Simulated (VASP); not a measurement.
Set up this calculation in VASP 6.6.1, as the native input.

```yaml
Task: relaxation of cell and atoms
Functional: PBEsol
Potentials_or_basis: VASP PAW PBE potentials, release 64 (Li_sv)
Cutoff: 600 eV
k_mesh: 12 × 12 × 12
Occupations: fermi-dirac, width 0.1 eV
Spin: no spin polarisation
Dipole_correction: no
Further_INCAR_settings: ALGO = Normal; EDIFF = 1e-06; IBRION = 2; EDIFFG = -0.01; NSW = 80; ISIF = 3
```

The structure of Li lies in POSCAR:

```
Li
1.0
    0.0000000000      2.2107204702      2.2107204702
    2.2107204702      0.0000000000      2.2107204702
    2.2107204702      2.2107204702      0.0000000000
Li
1
Direct
    0.0000000000      0.0000000000      0.0000000000
```

One way to write it, as run:

INCAR

```
SYSTEM = Li
PREC = Accurate
ENCUT = 600
EDIFF = 1E-6
ISMEAR = -1
SIGMA = 0.1
LREAL = .False.
LASPH = .True.
NELM = 80
ALGO = Normal
ISIF = 3
LWAVE = .False.
LCHARG = .False.
GGA = PS
IBRION = 2
NSW = 80
EDIFFG = -0.01
```

KPOINTS

```
Automatic mesh
0
Gamma
  12 12 12
  0 0 0
```

Potentials or basis: VASP PAW PBE potentials, release 64 (Li_sv).

Run with:

```console
$ cat potpaw_PBE.64/Li_sv/POTCAR > POTCAR
$ mpirun -np 1 vasp_std > vasp.out
```

It gave:

* Relaxed volume: 19.94 Å³/atom
* Relaxed cell: a = 3.044 Å, b = 3.044 Å, c = 3.044 Å, α = 60.00°, β = 60.00°, γ = 60.00°
* Space group after relaxing (to 0.05 Å): Fm-3m (No. 225)
* Energy gained by relaxing: 5.1 meV/atom
* Ionic steps: 4
* Pressure after relaxing: 0.0 GPa

Caveat: the cutoff is under 1.25 times the usual one of these potentials, so pressure, stress and relaxed cells hold a basis-set (Pulay) error; the PAW data sets were made with another functional, which shifts forces and pressure a little.

Wall time 65 s on 1 thread of AMD EPYC 7R13 (shared host), peak memory 0.12 GiB.
